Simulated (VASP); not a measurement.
# ZnSe (I-4m2) in VASP: a series of runs

ZnSe is run at these levels: PBEsol; tasks: single point.

Everything below comes from runs of VASP 6.6.1. Logs are shortened: lines on timing, memory, paths and dates and some standing lists are left out, and cuts for length are marked.

## 1. The cell of the first run

It takes space group I-4m2 (No. 119, tetragonal). The conventional cell has a = 4.078 Å, b = 4.078 Å, c = 5.295 Å, α = 90.00°, β = 90.00°, γ = 90.00°. Within 3.2 Å of Zn (site symmetry -4m2) lie 4 Se at 2.43 Å. Within 3.2 Å of Se (site symmetry -4m2) lie 4 Zn at 2.43 Å.

## 2. Single point, PBEsol (uniaxial strain along c: -6.0 %, then relaxed in part)

INCAR reads:

```
SYSTEM = ZnSe
PREC     = Accurate       ! precision mode
ENCUT    = 520            ! plane-wave cutoff, eV
EDIFF    = 1E-7           ! SCF threshold, eV
ISMEAR   = 0              ! smearing method
SIGMA    = 0.02           ! smearing width, eV
LREAL    = .FALSE.        ! projectors in reciprocal space
LASPH    = .TRUE.         ! aspherical terms in the spheres
NELM     = 80             ! most SCF steps
ALGO     = Normal         ! electronic algorithm
ISIF     = 2              ! what is computed and relaxed
LWAVE    = .FALSE.        ! write WAVECAR
LCHARG   = .FALSE.        ! write CHGCAR
GGA      = PS             ! functional
NBANDS   = 26             ! bands
```

KPOINTS reads:

```
regular mesh
0
G
  8 8 6
  0 0 0
```

POSCAR reads:

```
ZnSe
1.0
    2.8832503145      2.8832503145      0.0000000000
   -2.8832503145      2.8832503145      0.0000000000
    0.0000000000      0.0000000000      5.2952524942
Zn Se
2 2
Direct
    0.0000000000      0.0000000000      0.0000000000
    0.5000000000      0.5000000000      0.5000000000
    0.5000000000      0.0000000000      0.2500000000
    0.0000000000      0.5000000000      0.7500000000
```

Potentials or basis: VASP PAW PBE potentials, release 64 (Zn, Se).

Command:

```sh
> cat potpaw_PBE.64/Zn/POTCAR potpaw_PBE.64/Se/POTCAR > POTCAR
> mpirun -np 1 vasp_std > vasp.out
```

OUTCAR:

```text
SYSTEM = ZnSe
   PREC = Accurate
   ENCUT = 520
   EDIFF = 1E-7
   ISMEAR = 0
   LREAL = .FALSE.
   LASPH = .TRUE.
   NELM = 80
   ISIF = 2
   GGA = PS

 ion  position               nearest neighbor table
   1  0.000  0.000  0.000-   3 2.43   4 2.43   4 2.43   3 2.43
   2  0.500  0.500  0.500-   3 2.43   4 2.43   3 2.43   4 2.43
   3  0.500  0.000  0.250-   1 2.43   2 2.43   2 2.43   1 2.43
   4  0.000  0.500  0.750-   1 2.43   2 2.43   1 2.43   2 2.43

  LATTYP: Found a simple tetragonal cell.
 ALAT       =     4.0775316985
 C/A-ratio  =     1.2986416503

  Lattice vectors:

 A1 = (   2.8832503145,   2.8832503145,   0.0000000000)
 A2 = (  -2.8832503145,   2.8832503145,   0.0000000000)
 A3 = (   0.0000000000,   0.0000000000,   5.2952524942)

Analysis of symmetry for initial positions (statically):
=====================================================================
 Subroutine PRICEL returns following result:

  LATTYP: Found a body centered tetragonal cell.
 ALAT       =     4.0775316985
 C/A-ratio  =     1.2986416503

  Lattice vectors:

 A1 = (   0.0000000000,  -2.8832503145,  -2.6476262471)
 A2 = (   0.0000000000,   2.8832503145,  -2.6476262471)
 A3 = (   2.8832503145,   0.0000000000,   2.6476262471)

   2 primitive cells build up your supercell.

 Routine SETGRP: Setting up the symmetry group for a
 simple tetragonal supercell.

 Subroutine GETGRP returns: Found  8 space group operations
 (whereof  8 operations were pure point group operations)
 out of a pool of 16 trial point group operations.

The static configuration has the point symmetry D_2d.

Analysis of symmetry for dynamics (positions and initial velocities):
=====================================================================
 Subroutine PRICEL returns following result:

  LATTYP: Found a body centered tetragonal cell.
 ALAT       =     4.0775316985
 C/A-ratio  =     1.2986416503

  Lattice vectors:

 A1 = (   0.0000000000,  -2.8832503145,  -2.6476262471)
 A2 = (   0.0000000000,   2.8832503145,  -2.6476262471)
 A3 = (   2.8832503145,   0.0000000000,   2.6476262471)

   2 primitive cells build up your supercell.

 Routine SETGRP: Setting up the symmetry group for a
 simple tetragonal supercell.

 Subroutine GETGRP returns: Found  8 space group operations
[... 92 lines left out ...]
   NGXF,Y,Z  is equivalent  to a cutoff of  24.46, 24.46, 25.12 a.u.
 SYSTEM =  ZnSe
   PREC   = accura    normal or accurate (medium, high low for compatibility)
   ISTART =      0    job   : 0-new  1-cont  2-samecut
   ICHARG =      2    charge: 1-file 2-atom 10-const
   ISPIN  =      1    spin polarized calculation?
   LNONCOLLINEAR =      F non collinear calculations
   LSORBIT =      F    spin-orbit coupling
   LASPH  =      T    aspherical Exc in radial PAW
   ENCUT  =  520.0 eV  38.22 Ry    6.18 a.u.   7.58  7.58  9.85*2*pi/ulx,y,z
   NELM   =     80;   NELMIN=  2; NELMDL= -5     # of ELM steps
   EDIFF  = 0.1E-06   stopping-criterion for ELM
   LREAL  =      F    real-space projection
   EDIFFG = 0.1E-05   stopping-criterion for IOM
   NSW    =      0    number of steps for IOM
   IBRION =     -1    ionic relax: 0-MD 1-quasi-New 2-CG
   NFREE  =      0    steps in history (QN), initial steepest desc. (CG)
   ISIF   =      2    stress and relaxation
   ISYM   =      2    0-nonsym 1-usesym 2-fastsym
   POTIM  = 0.5000    time-step for ionic-motion
   TEBEG  =    0.0;   TEEND  =   0.0 temperature during run
   PSTRESS=    0.0 pullay stress
   NELECT =      36.0000    total number of electrons
   NUPDOWN=      -1.0000    fix difference up-down
   EMIN   =  10.00;   EMAX   =-10.00  energy-range for DOS
   EFERMI =   0.00;   METHOD = LEGACY
   ISMEAR =     0;   SIGMA  =   0.02  broadening in eV -4-tet -1-fermi 0-gaus
   EFERMI_NEDOS =   21; number of points for ismear=-14 and -15
   IALGO  =     38    algorithm
   IMIX   =      4    mixing-type and parameters
     AMIX     =   0.40;   BMIX     =  1.00
     AMIX_MAG =   1.60;   BMIX_MAG =  1.00
  volume/ion in A,a.u.               =      22.01       148.53
  Fermi-wavevector in a.u.,A,eV,Ry     =   1.215109  2.296223 20.088862  1.476490
  Thomas-Fermi vector in A             =   2.350507
   LORBIT       =      0    0 simple, 1 ext, 2 COOP (PROOUT), +10 PAW based schemes
   GGA     = PS    functional components
   LHFCALC =     F    Hartree Fock is set to
   AEXX    =    0.0000 exact exchange contribution
   IVDW    =     0    specifies the selected vdW correction
   LEPSILON=     F    determine dielectric tensor
   LRPA    =     F    only Hartree local field effects (RPA)
 non-spin polarized calculation
 Gauss-broadening in eV      SIGMA  =   0.02
  energy-cutoff  :      520.00
  volume of cell :       88.04
 maximum number of plane-waves:      2393
   NGX = 15   NGY = 15   NGZ = 19

 number of electron      36.0000022 magnetization

 Free energy of the ion-electron system (eV)
  ---------------------------------------------------
  ext. energy  EPLUGINS =         0.00000000
  ---------------------------------------------------
  free energy    TOTEN  =       -13.49961784 eV

  energy without entropy =      -13.49961784  energy(sigma->0) =      -13.49961784

 E-fermi :   2.0830     XC(G=0):  -9.6856

 val. band max:        1.9495077942   @ k =   0.0000   0.0000   0.0000
 cond. band min:       3.0533258337   @ k =   0.0000   0.0000   0.0000
 fundamental gap:      1.1038180395
 Fermi energy:         2.0829987412

 k-point     1 :       0.0000    0.0000    0.0000
  band No.  band energies     occupation
      1     -11.7155      2.00000
      2     -10.4774      2.00000
      3      -4.9093      2.00000
      4      -4.9093      2.00000
      5      -4.8986      2.00000
      6      -4.8745      2.00000
[... 685 lines left out ...]
     25      10.0016      0.00000
     26      10.0016      0.00000

 [... further k-points ...]
[... 5 lines left out ...]
  --------------------------------------------------------------------------------------
  -------------------------------------------------------------------------------------
  Total        0.1705233      0.1705233      1.5473812      0.0000000      0.0000000      0.0000000
  in kB        3.1032224      3.1032224     28.1596035      0.0000000      0.0000000      0.0000000
  external PRESSURE =      11.4553494 kB  Pullay stress =       0.0000000 kB

 VOLUME and BASIS-vectors are now :
 -----------------------------------------------------------------------------
  energy-cutoff  :      520.00
  volume of cell :       88.04
      direct lattice vectors                 reciprocal lattice vectors
     2.883250315  2.883250315  0.000000000     0.173415398  0.173415398  0.000000000
    -2.883250315  2.883250315  0.000000000    -0.173415398  0.173415398  0.000000000
     0.000000000  0.000000000  5.295252494     0.000000000  0.000000000  0.188848407

 POSITION                                       TOTAL-FORCE (eV/Angst)
 -----------------------------------------------------------------------------------
      0.00000      0.00000      0.00000        -0.000000     -0.000000      0.000000
      0.00000      2.88325      2.64763        -0.000000     -0.000000     -0.000000
      1.44163      1.44163      1.32381         0.000000      0.000000      0.000000
     -1.44163      1.44163      3.97144         0.000000      0.000000     -0.000000
 -----------------------------------------------------------------------------------
    total drift:                               -0.000000      0.000000      0.000000

  FREE ENERGIE OF THE ION-ELECTRON SYSTEM (eV)
  ---------------------------------------------------
  free  energy   TOTEN  =       -13.4996178428 eV

  energy  without entropy=      -13.4996178428  energy(sigma->0) =      -13.49961784
```

stdout:

```text
POSCAR found type information on POSCAR ZnSe
 POSCAR found :  2 types and       4 ions
 scaLAPACK will be used
 -----------------------------------------------------------------------------
|                                                                             |
|                                                                             |
|     You enforced a specific xc type in the INCAR file but a different       |
|     I HOPE YOU KNOW WHAT YOU ARE DOING!                                     |
|                                                                             |
 -----------------------------------------------------------------------------

 LDA part: xc-table for (Slater+PW92), standard interpolation
 POSCAR, INCAR and KPOINTS ok, starting setup
 FFT: planning ... GRIDC
 FFT: planning ... GRID_SOFT
 FFT: planning ... GRID
 WAVECAR not read
 entering main loop
```

Wall time 67 s (1 thread of AMD EPYC 9R45 (Zen 5), shared host); peak memory 0.22 GiB.

Results:

- Free energy: -13.4996 eV
- Pressure: 1.1 GPa
- Band gap on the k mesh: 1.10 eV

Caveat: the cell differs from its parent crystal (uniaxial strain along c: -6.0 %, then relaxed in part); the PAW data sets were made with another functional, which shifts forces and pressure a little.

## 3. Single point, PBEsol

INCAR reads:

```
ALGO = Normal
EDIFF = 1E-6
ENCUT = 520
GGA = PS
ISIF = 2
ISMEAR = 0
LASPH = T
LCHARG = F
LREAL = F
LWAVE = F
NBANDS = 26
NELM = 100
PREC = Accurate
SIGMA = 0.02
```

KPOINTS reads:

```
k-points
0
Gamma
  8 8 6
```

POSCAR is that of step 2.

Potentials or basis: VASP PAW PBE potentials, release 64 (Zn, Se).

Command:

```sh
> cat potpaw_PBE.64/Zn/POTCAR potpaw_PBE.64/Se/POTCAR > POTCAR
> mpirun -np 1 vasp_std > vasp.out
```

Run time: 61 s. Hardware: 1 thread of AMD EPYC 9R45 (Zen 5), shared host; peak memory 0.22 GiB.

The run converged. Its results:

```
Free energy            : -13.4996 eV
Pressure               : 1.2 GPa
Band gap on the k mesh : 1.10 eV
```

Stress tensor (GPa, compression positive):
```
0.33 0.00 0.00
0.00 0.33 0.00
0.00 0.00 2.84
```

Levels at points of the mesh, in eV from the valence-band top:
```
           k point  band 16  band 17  band 18  band 19  band 20  band 21
(0.00, 0.00, 0.00)    -0.27    -0.27     0.00     1.10     2.36     2.65
(0.50, 0.00, 0.00)    -2.63    -1.41    -1.41     3.68     3.68     6.07
(0.50, 0.50, 0.00)    -2.40    -2.23    -2.23     2.74     2.74     3.49
(0.00, 0.00, 0.50)    -1.71    -1.71    -1.71     3.27     3.27     3.98
(0.50, 0.00, 0.50)    -1.33    -0.86    -0.86     2.24     2.24     5.79
(0.50, 0.50, 0.50)    -3.08    -3.05    -3.05     5.63     5.63     5.91
```

Caveat: the PAW data sets were made with another functional, which shifts forces and pressure a little.

## 4. Single point, PBEsol (uniaxial strain along c: -4.0 %, then relaxed in part)

INCAR reads:

```
SYSTEM = ZnSe
PREC     = Accurate       ! precision mode
ENCUT    = 520            ! plane-wave cutoff, eV
EDIFF    = 1E-7           ! SCF threshold, eV
ISMEAR   = 0              ! smearing method
SIGMA    = 0.02           ! smearing width, eV
LREAL    = .False.        ! projectors in reciprocal space
LASPH    = .True.         ! aspherical terms in the spheres
NELM     = 100            ! most SCF steps
ALGO     = Normal         ! electronic algorithm
ISIF     = 2              ! what is computed and relaxed
LWAVE    = .False.        ! write WAVECAR
LCHARG   = .True.         ! write CHGCAR
GGA      = PS             ! functional
LELF     = .True.         ! ELF
LVHAR    = .True.       
NBANDS   = 26             ! bands
```

KPOINTS reads:

```
regular mesh
0
Gamma
  8 8 6
  0 0 0
```

POSCAR reads:

```
ZnSe
1.0
    2.8604224375      2.8604224375      0.0000000000
   -2.8604224375      2.8604224375      0.0000000000
    0.0000000000      0.0000000000      5.4079174409
Zn Se
2 2
Direct
    0.0000000000      0.0000000000      0.0000000000
    0.5000000000      0.5000000000      0.5000000000
    0.5000000000      0.0000000000      0.2500000000
    0.0000000000      0.5000000000      0.7500000000
```

Potentials or basis: VASP PAW PBE potentials, release 64 (Zn, Se).

Command:

```sh
> cat potpaw_PBE.64/Zn/POTCAR potpaw_PBE.64/Se/POTCAR > POTCAR
> mpirun -np 1 vasp_std > vasp.out
```

OUTCAR:

```text
SYSTEM = ZnSe
   PREC = Accurate
   ENCUT = 520
   EDIFF = 1E-7
   ISMEAR = 0
   LREAL = .False.
   LASPH = .True.
   NELM = 100
   ISIF = 2
   GGA = PS

 ion  position               nearest neighbor table
   1  0.000  0.000  0.000-   3 2.43   4 2.43   4 2.43   3 2.43
   2  0.500  0.500  0.500-   3 2.43   4 2.43   3 2.43   4 2.43
   3  0.500  0.000  0.250-   1 2.43   2 2.43   2 2.43   1 2.43
   4  0.000  0.500  0.750-   1 2.43   2 2.43   1 2.43   2 2.43

  LATTYP: Found a simple tetragonal cell.
 ALAT       =     4.0452482052
 C/A-ratio  =     1.3368567679

  Lattice vectors:

 A1 = (   2.8604224375,   2.8604224375,   0.0000000000)
 A2 = (  -2.8604224375,   2.8604224375,   0.0000000000)
 A3 = (   0.0000000000,   0.0000000000,   5.4079174409)

Analysis of symmetry for initial positions (statically):
=====================================================================
 Subroutine PRICEL returns following result:

  LATTYP: Found a body centered tetragonal cell.
 ALAT       =     4.0452482052
 C/A-ratio  =     1.3368567679

  Lattice vectors:

 A1 = (   0.0000000000,  -2.8604224375,  -2.7039587204)
 A2 = (   0.0000000000,   2.8604224375,  -2.7039587205)
 A3 = (   2.8604224375,   0.0000000000,   2.7039587204)

   2 primitive cells build up your supercell.

 Routine SETGRP: Setting up the symmetry group for a
 simple tetragonal supercell.

 Subroutine GETGRP returns: Found  8 space group operations
 (whereof  8 operations were pure point group operations)
 out of a pool of 16 trial point group operations.

The static configuration has the point symmetry D_2d.

Analysis of symmetry for dynamics (positions and initial velocities):
=====================================================================
 Subroutine PRICEL returns following result:

  LATTYP: Found a body centered tetragonal cell.
[... 128 lines left out ...]
   PSTRESS=    0.0 pullay stress
   NELECT =      36.0000    total number of electrons
   NUPDOWN=      -1.0000    fix difference up-down
   EMIN   =  10.00;   EMAX   =-10.00  energy-range for DOS
   EFERMI =   0.00;   METHOD = LEGACY
   ISMEAR =     0;   SIGMA  =   0.02  broadening in eV -4-tet -1-fermi 0-gaus
   EFERMI_NEDOS =   21; number of points for ismear=-14 and -15
   IALGO  =     38    algorithm
   IMIX   =      4    mixing-type and parameters
     AMIX     =   0.40;   BMIX     =  1.00
     AMIX_MAG =   1.60;   BMIX_MAG =  1.00
  volume/ion in A,a.u.               =      22.12       149.30
  Fermi-wavevector in a.u.,A,eV,Ry     =   1.213023  2.292280 20.019934  1.471424
  Thomas-Fermi vector in A             =   2.348488
   LORBIT       =      0    0 simple, 1 ext, 2 COOP (PROOUT), +10 PAW based schemes
   GGA     = PS    functional components
   LHFCALC =     F    Hartree Fock is set to
   AEXX    =    0.0000 exact exchange contribution
   IVDW    =     0    specifies the selected vdW correction
   LEPSILON=     F    determine dielectric tensor
   LRPA    =     F    only Hartree local field effects (RPA)
 non-spin polarized calculation
 Gauss-broadening in eV      SIGMA  =   0.02
  energy-cutoff  :      520.00
  volume of cell :       88.50
 maximum number of plane-waves:      2405
   NGX = 15   NGY = 15   NGZ = 21

 number of electron      36.0000039 magnetization

 Free energy of the ion-electron system (eV)
  ---------------------------------------------------
  ext. energy  EPLUGINS =         0.00000000
  ---------------------------------------------------
  free energy    TOTEN  =       -13.52532887 eV

  energy without entropy =      -13.52532887  energy(sigma->0) =      -13.52532887

 E-fermi :   2.0172     XC(G=0):  -9.6581

 val. band max:        1.8548698155   @ k =   0.0000   0.0000   0.0000
 cond. band min:       3.0033439727   @ k =   0.0000   0.0000   0.0000
 fundamental gap:      1.1484741572
 Fermi energy:         2.0172455434

 k-point     1 :       0.0000    0.0000    0.0000
  band No.  band energies     occupation
      1     -11.7334      2.00000
      2     -10.5377      2.00000
      3      -4.9354      2.00000
      4      -4.9354      2.00000
      5      -4.9239      2.00000
      6      -4.9115      2.00000
[... 685 lines left out ...]
     25       9.8892      0.00000
     26       9.8892      0.00000

 [... further k-points ...]
[... 5 lines left out ...]
  --------------------------------------------------------------------------------------
  -------------------------------------------------------------------------------------
  Total        0.1627032      0.1627032      1.1367399      0.0000000      0.0000000      0.0000000
  in kB        2.9456848      2.9456848     20.5802797      0.0000000      0.0000000      0.0000000
  external PRESSURE =       8.8238831 kB  Pullay stress =       0.0000000 kB

 VOLUME and BASIS-vectors are now :
 -----------------------------------------------------------------------------
  energy-cutoff  :      520.00
  volume of cell :       88.50
      direct lattice vectors                 reciprocal lattice vectors
     2.860422438  2.860422438  0.000000000     0.174799356  0.174799356  0.000000000
    -2.860422438  2.860422438  0.000000000    -0.174799356  0.174799356  0.000000000
     0.000000000  0.000000000  5.407917441     0.000000000  0.000000000  0.184914066

 POSITION                                       TOTAL-FORCE (eV/Angst)
 -----------------------------------------------------------------------------------
      0.00000      0.00000      0.00000         0.000000     -0.000000     -0.000000
      0.00000      2.86042      2.70396         0.000000      0.000000      0.000000
      1.43021      1.43021      1.35198        -0.000000     -0.000000     -0.000000
     -1.43021      1.43021      4.05594        -0.000000     -0.000000     -0.000000
 -----------------------------------------------------------------------------------
    total drift:                               -0.000000      0.000000      0.000000

  FREE ENERGIE OF THE ION-ELECTRON SYSTEM (eV)
  ---------------------------------------------------
  free  energy   TOTEN  =       -13.5253288737 eV

  energy  without entropy=      -13.5253288737  energy(sigma->0) =      -13.52532887
```

Run time: 69 s. Hardware: 1 thread of AMD EPYC 9R45 (Zen 5), shared host; peak memory 0.22 GiB.

What came out:

```yaml
Free_energy: -13.5253 eV
Pressure: 0.9 GPa
Band_gap_on_the_k_mesh: 1.15 eV
```

Caveat: the cell differs from its parent crystal (uniaxial strain along c: -4.0 %, then relaxed in part); the PAW data sets were made with another functional, which shifts forces and pressure a little.

## 5. Single point, PBEsol

This run uses another cell than the first one, of 22.12 Å³/atom, 1.005 times its volume.

INCAR reads:

```
ALGO = Normal
EDIFF = 1E-6
ENCUT = 520
GGA = PS
ISIF = 2
ISMEAR = 0
LASPH = T
LCHARG = F
LREAL = F
LWAVE = F
NBANDS = 26
NELM = 60
PREC = Accurate
SIGMA = 0.02
```

KPOINTS reads:

```
k-points
0
Gamma
  8 8 6
```

POSCAR is that of step 4.

Command:

```sh
> cat potpaw_PBE.64/Zn/POTCAR potpaw_PBE.64/Se/POTCAR > POTCAR
> mpirun -np 1 vasp_std > vasp.out
```

It took 62 s on 1 thread of AMD EPYC 9R45 (Zen 5), shared host; peak memory 0.22 GiB.

It converged, with:

* Free energy: -13.5253 eV
* Pressure: 0.9 GPa
* Band gap on the k mesh: 1.15 eV

Stress tensor (GPa, compression positive):
```
0.32 0.00 0.00
0.00 0.32 0.00
0.00 0.00 2.08
```

Levels at points of the mesh, in eV from the valence-band top:
```csv
k point,band 14,band 15,band 16,band 17,band 18,band 19,band 20,band 21,band 22,band 23
"(0.00, 0.00, 0.00)",-2.63,-2.63,-0.19,-0.19,0.00,1.15,2.49,2.89,5.61,5.63
"(0.50, 0.00, 0.00)",-4.35,-2.65,-2.65,-1.27,-1.27,3.82,3.82,6.14,6.14,6.88
"(0.50, 0.50, 0.00)",-5.13,-2.37,-2.37,-2.26,-2.26,2.74,2.74,3.43,3.43,10.47
"(0.00, 0.00, 0.50)",-2.94,-1.59,-1.59,-1.59,-1.59,3.45,3.45,3.95,3.95,7.86
"(0.50, 0.00, 0.50)",-5.58,-1.20,-1.20,-0.88,-0.88,2.33,2.33,5.95,5.95,6.46
"(0.50, 0.50, 0.50)",-5.07,-3.00,-3.00,-2.99,-2.99,5.52,5.52,5.81,5.81,7.31
```

Caveat: the PAW data sets were made with another functional, which shifts forces and pressure a little.
